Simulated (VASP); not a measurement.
# Ir in VASP: relaxation of the atoms with PBEsol

Aim: the relaxation of the atoms of Ir with PBEsol.

Program: VASP 6.6.1. These are calculated values, not measurements. Logs are shortened: lines on timing, memory, paths and dates and some standing lists are left out, and cuts for length are marked.

## (1) The cell of the first run

The cell holds a slab with vacuum, 5 atoms: a = 2.709 Å, b = 2.709 Å, c = 24.847 Å, α = 90.00°, β = 90.00°, γ = 120.00°.

## (2) Relaxation of the atoms, PBEsol

Input file INCAR:

```
ALGO = Normal
DIPOL = 0.5 0.5 0.500
EDIFF = 1E-7
EDIFFG = -0.01
ENCUT = 520
GGA = PS
IBRION = 2
IDIPOL = 3
ISIF = 2
ISMEAR = -1
LASPH = T
LCHARG = F
LDIPOL = T
LREAL = F
LWAVE = F
NELM = 100
NSW = 60
PREC = Accurate
SIGMA = 0.05
```

Input file KPOINTS:

```
k-points
0
Gamma
  14 14 1
```

Input file POSCAR:

```
Ir
1.0
    2.7088887786      0.0000000000      0.0000000000
   -1.3544443893      2.3459664983      0.0000000000
    0.0000000000      0.0000000000     24.8472000000
Ir
5
Direct
    0.8333333330      0.1666666670      0.3219679945
    0.1666666670      0.8333333330      0.4109839970
    0.5000000000      0.5000000000      0.5000000000
    0.8333333330      0.1666666670      0.5890160030
    0.1666666670      0.8333333330      0.6780320055
```

Potentials or basis: VASP PAW PBE potentials, release 64 (Ir).

Run with:

```console
$ cat potpaw_PBE.64/Ir/POTCAR > POTCAR
$ mpirun -np 1 vasp_std > vasp.out
```

OUTCAR:

```text
EDIFF = 1E-7
   EDIFFG = -0.01
   ENCUT = 520
   GGA = PS
   IBRION = 2
   ISIF = 2
   ISMEAR = -1
   LASPH = T
   LREAL = F
   NELM = 100
   NSW = 60
   PREC = Accurate

 ion  position               nearest neighbor table
   1  0.833  0.167  0.322-   2 2.71   2 2.71   2 2.71
   2  0.167  0.833  0.411-   1 2.71   1 2.71   1 2.71   3 2.71   3 2.71   3 2.71
   3  0.500  0.500  0.500-   2 2.71   4 2.71   2 2.71   4 2.71   2 2.71   4 2.71
   4  0.833  0.167  0.589-   5 2.71   5 2.71   5 2.71   3 2.71   3 2.71   3 2.71
   5  0.167  0.833  0.678-   4 2.71   4 2.71   4 2.71

  LATTYP: Found a hexagonal cell.
 ALAT       =     2.7088887786
 C/A-ratio  =     9.1724696105

  Lattice vectors:

 A1 = (   2.7088887786,   0.0000000000,   0.0000000000)
 A2 = (  -1.3544443893,   2.3459664983,   0.0000000000)
 A3 = (   0.0000000000,   0.0000000000,  24.8472000000)

Analysis of symmetry for initial positions (statically):
=====================================================================
 Subroutine PRICEL returns:
 Original cell was already a primitive cell.

 Routine SETGRP: Setting up the symmetry group for a
 hexagonal supercell.

 Subroutine GETGRP returns: Found 12 space group operations
 (whereof  4 operations were pure point group operations)
 out of a pool of 24 trial point group operations.

The static configuration has the point symmetry C_2h.
 The point group associated with its full space group is D_3d.

Analysis of symmetry for dynamics (positions and initial velocities):
=====================================================================
 Subroutine PRICEL returns:
 Original cell was already a primitive cell.

 Routine SETGRP: Setting up the symmetry group for a
 hexagonal supercell.

 Subroutine GETGRP returns: Found 12 space group operations
 (whereof  4 operations were pure point group operations)
 out of a pool of 24 trial point group operations.

The dynamic configuration has the point symmetry C_2h.
 The point group associated with its full space group is D_3d.

 Subroutine INISYM returns: Found 12 space group operations
 (whereof  4 operations are pure point group operations),
 and found     1 'primitive' translations

----------------------------------------------------------------------------------------

                                     Primitive cell

  volume of cell :     157.9030

  direct lattice vectors                    reciprocal lattice vectors
     2.708888779  0.000000000  0.000000000     0.369155060  0.213131773  0.000000000
    -1.354444389  2.345966498  0.000000000     0.000000000  0.426263547  0.000000000
     0.000000000  0.000000000 24.847200000     0.000000000  0.000000000  0.040245983

  length of vectors
     2.708888779  2.708888779 24.847200000     0.426263547  0.426263547  0.040245983

  position of ions in fractional coordinates (direct lattice)
     0.833333333  0.166666667  0.321967994
     0.166666667  0.833333333  0.410983997
     0.500000000  0.500000000  0.500000000
     0.833333333  0.166666667  0.589016003
     0.166666667  0.833333333  0.678032006

  ion indices of the primitive-cell ions
   primitive index   ion index
                 1           1
                 2           2
                 3           3
                 4           4
                 5           5

----------------------------------------------------------------------------------------

 KPOINTS: k-points

Automatic generation of k-mesh.
 Grid dimensions read from file:
 generate k-points for:   14   14    1

 Generating k-lattice:

  Cartesian coordinates                     Fractional coordinates (reciprocal lattice)
     0.026368219  0.015223698  0.000000000     0.071428571  0.000000000  0.000000000
     0.000000000  0.030447396  0.000000000     0.000000000  0.071428571  0.000000000
     0.000000000  0.000000000  0.040245983     0.000000000  0.000000000  1.000000000

  Length of vectors
     0.030447396  0.030447396  0.040245983

  Shift w.r.t. Gamma in fractional coordinates (k-lattice)
     0.000000000  0.000000000  0.000000000

 Subroutine IBZKPT returns following result:
 ===========================================

 Found     24 irreducible k-points:

 Following reciprocal coordinates:
            Coordinates               Weight
  0.000000  0.000000  0.000000      1.000000
  0.071429  0.000000  0.000000      6.000000
  0.142857  0.000000  0.000000      6.000000
  0.214286  0.000000  0.000000      6.000000
  0.285714  0.000000  0.000000      6.000000
  0.357143  0.000000  0.000000      6.000000
[... 16 lines left out ...]
  0.285714  0.285714  0.000000      6.000000
  0.357143  0.285714  0.000000      6.000000
   k-points           NKPTS =     24   k-points in BZ     NKDIM =     24   number of bands    NBANDS=     27
   number of dos      NEDOS =    301   number of ions     NIONS =      5
   total plane-waves  NPLWV =  76800
   dimension x,y,z NGX =    20 NGY =   20 NGZ =  192
   dimension x,y,z NGXF=    40 NGYF=   40 NGZF=  384
   ions per type =               5
   NGX,Y,Z   is equivalent  to a cutoff of  12.27, 12.27, 12.85 a.u.
   NGXF,Y,Z  is equivalent  to a cutoff of  24.55, 24.55, 25.69 a.u.
 SYSTEM =  unknown system
   PREC   = accura    normal or accurate (medium, high low for compatibility)
   ISTART =      0    job   : 0-new  1-cont  2-samecut
   ICHARG =      2    charge: 1-file 2-atom 10-const
   ISPIN  =      1    spin polarized calculation?
   LNONCOLLINEAR =      F non collinear calculations
   LSORBIT =      F    spin-orbit coupling
   LASPH  =      T    aspherical Exc in radial PAW
   ENCUT  =  520.0 eV  38.22 Ry    6.18 a.u.   5.04  5.04 46.20*2*pi/ulx,y,z
   NELM   =    100;   NELMIN=  2; NELMDL= -5     # of ELM steps
   EDIFF  = 0.1E-06   stopping-criterion for ELM
   LREAL  =      F    real-space projection
   EDIFFG = -.1E-01   stopping-criterion for IOM
   NSW    =     60    number of steps for IOM
   IBRION =      2    ionic relax: 0-MD 1-quasi-New 2-CG
   NFREE  =      1    steps in history (QN), initial steepest desc. (CG)
   ISIF   =      2    stress and relaxation
   ISYM   =      2    0-nonsym 1-usesym 2-fastsym
   POTIM  = 0.5000    time-step for ionic-motion
   TEBEG  =    0.0;   TEEND  =   0.0 temperature during run
   PSTRESS=    0.0 pullay stress
   NELECT =      45.0000    total number of electrons
   NUPDOWN=      -1.0000    fix difference up-down
   EMIN   =  10.00;   EMAX   =-10.00  energy-range for DOS
   EFERMI =   0.00;   METHOD = LEGACY
   ISMEAR =    -1;   SIGMA  =   0.05  broadening in eV -4-tet -1-fermi 0-gaus
   EFERMI_NEDOS =   21; number of points for ismear=-14 and -15
   IALGO  =     38    algorithm
   IMIX   =      4    mixing-type and parameters
     AMIX     =   0.40;   BMIX     =  1.00
     AMIX_MAG =   1.60;   BMIX_MAG =  1.00
  volume/ion in A,a.u.               =      31.58       213.12
  Fermi-wavevector in a.u.,A,eV,Ry     =   1.077330  2.035859 15.791472  1.160640
  Thomas-Fermi vector in A             =   2.213239
   LORBIT       =      0    0 simple, 1 ext, 2 COOP (PROOUT), +10 PAW based schemes
   GGA     = PS    functional components
   LHFCALC =     F    Hartree Fock is set to
   AEXX    =    0.0000 exact exchange contribution
   IVDW    =     0    specifies the selected vdW correction
   LEPSILON=     F    determine dielectric tensor
   LRPA    =     F    only Hartree local field effects (RPA)
 conjugate gradient relaxation of ions
 non-spin polarized calculation
  energy-cutoff  :      520.00
  volume of cell :      157.90
 maximum number of plane-waves:      4293
   NGX = 11   NGY = 11   NGZ = 93

--------------------------------------- Ionic step        1  -------------------------------------------

 number of electron      45.0000002 magnetization

 Free energy of the ion-electron system (eV)
  ---------------------------------------------------
  ext. energy  EPLUGINS =         0.00000000
  ---------------------------------------------------
  free energy    TOTEN  =       -46.96781450 eV

  energy without entropy =      -46.91727002  energy(sigma->0) =      -46.94254226

------------------------ aborting loop because EDIFF is reached ----------------------------------------

  FORCE on cell =-STRESS in cart. coord.  units (eV):
  Direction    XX          YY          ZZ          XY          YZ          ZX
  --------------------------------------------------------------------------------------
  -------------------------------------------------------------------------------------
  Total       -4.7086486     -4.7086486     -2.4171290      0.0000000      0.0000000      0.0000000
  in kB      -47.7767305    -47.7767305    -24.5256187      0.0000000      0.0000000      0.0000000
  external PRESSURE =     -40.0263599 kB  Pullay stress =       0.0000000 kB
[... 143 lines left out ...]
--------------------------------------- Ionic step        5  -------------------------------------------

 number of electron      45.0000001 magnetization

 dipolmoment           0.000000      0.000000     -0.000000 electrons x Angstroem

------------------------ aborting loop because EDIFF is reached ----------------------------------------

  FORCE on cell =-STRESS in cart. coord.  units (eV):
  Direction    XX          YY          ZZ          XY          YZ          ZX
  --------------------------------------------------------------------------------------
  -------------------------------------------------------------------------------------
  Total       -3.9794150     -3.9794150     -0.2567612      0.0000000      0.0000000      0.0000000
  in kB      -40.3774953    -40.3774953     -2.6052510      0.0000000      0.0000000      0.0000000
  external PRESSURE =     -27.7867472 kB  Pullay stress =       0.0000000 kB
[... 26 lines left out ...]
--------------------------------------- Ionic step        6  -------------------------------------------

 number of electron      45.0000001 magnetization

 dipolmoment           0.000000      0.000000      0.000000 electrons x Angstroem

 Free energy of the ion-electron system (eV)
  ---------------------------------------------------
  ext. energy  EPLUGINS =         0.00000000
  ---------------------------------------------------
  free energy    TOTEN  =       -46.98746137 eV

  energy without entropy =      -46.93868202  energy(sigma->0) =      -46.96307170

 E-fermi :   1.3933     XC(G=0):  -7.0511

 val. band max:        1.3690131985   @ k =   0.0714   0.0714   0.0000
 cond. band min:       1.3955813586   @ k =   0.5000   0.0000   0.0000
 fundamental gap:      0.0265681600
 Fermi energy:         1.3933473524

 k-point     1 :       0.0000    0.0000    0.0000
  band No.  band energies     occupation
      1      -9.4250      2.00000
      2      -8.3706      2.00000
      3      -7.1367      2.00000
      4      -6.5225      2.00000
      5      -6.4425      2.00000
      6      -2.7629      2.00000
[... 709 lines left out ...]
     26       6.5946      0.00000
     27       6.7031      0.00000

------------------------ aborting loop because EDIFF is reached ----------------------------------------

 vacuum level on the upper side and lower side of the slab       (xc-potential included)        -0.027        -0.027

  FORCE on cell =-STRESS in cart. coord.  units (eV):
  Direction    XX          YY          ZZ          XY          YZ          ZX
  --------------------------------------------------------------------------------------
  -------------------------------------------------------------------------------------
  Total       -3.9095898     -3.9095898     -0.0142789     -0.0000000     -0.0000000      0.0000000
  in kB      -39.6690076    -39.6690076     -0.1448817     -0.0000000     -0.0000000      0.0000000
  external PRESSURE =     -26.4942990 kB  Pullay stress =       0.0000000 kB
[... 20 lines left out ...]
  FREE ENERGIE OF THE ION-ELECTRON SYSTEM (eV)
  ---------------------------------------------------
  free  energy   TOTEN  =       -46.9874613721 eV

  energy  without entropy=      -46.9386820200  energy(sigma->0) =      -46.96307170

 reached required accuracy - stopping structural energy minimisation

 vacuum level on the upper side and lower side of the slab         7.047         7.047
```

It took 5.1 min on 1 thread of Intel Xeon 6975P-C (Granite Rapids), shared host; peak memory 0.31 GiB.

What came out:

- Free energy: -46.9875 eV
- Energy gained by relaxing: 3.9 meV/atom
- Ionic steps: 6
- Largest force after relaxing: 0.007 eV/Å

Forces in eV/Å, atoms in the order of the input:
```
Ir   0.000  0.000 -0.006
Ir   0.000  0.000  0.007
Ir   0.000  0.000  0.000
Ir   0.000  0.000 -0.007
Ir   0.000  0.000  0.006
```

The path:
```
step  energy change (eV)  largest force (eV/Å)  pressure (GPa)
   1              0.0000                0.4482           -4.00
   2             -0.0152                0.1520           -3.35
   3             -0.0152                0.1189           -3.39
   4             -0.0172                0.0911           -3.21
   5             -0.0195                0.0265           -2.78
   6             -0.0196                0.0066           -2.65
```

Final structure:
```
Ir
1.0
     2.70889    0.00000    0.00000
    -1.35444    2.34597    0.00000
     0.00000    0.00000   24.84720
Ir
5
Cartesian
  2.0317 0.3910 8.0440
  -0.6772 1.9550 10.2131
  0.6772 1.1730 12.4236
  2.0317 0.3910 14.6341
  -0.6772 1.9550 16.8032
```

Levels at points of the mesh, in eV from the Fermi level:
| k point | band 20 | band 21 | band 22 | band 23 | band 24 | band 25 |
| --- | --- | --- | --- | --- | --- | --- |
| (0.00, 0.00, 0.00) | -1.16 | -1.16 | -1.05 | -1.05 | -0.49 | -0.49 |
| (0.50, 0.00, 0.00) | 0.81 | 0.85 | 1.01 | 1.12 | 1.34 | 1.68 |

Caveat: the highest band is partly filled, so the run has too few bands; the PAW data sets were made with another functional, which shifts forces and pressure a little; spin-orbit coupling is left out, which moves the levels of the heavy elements.
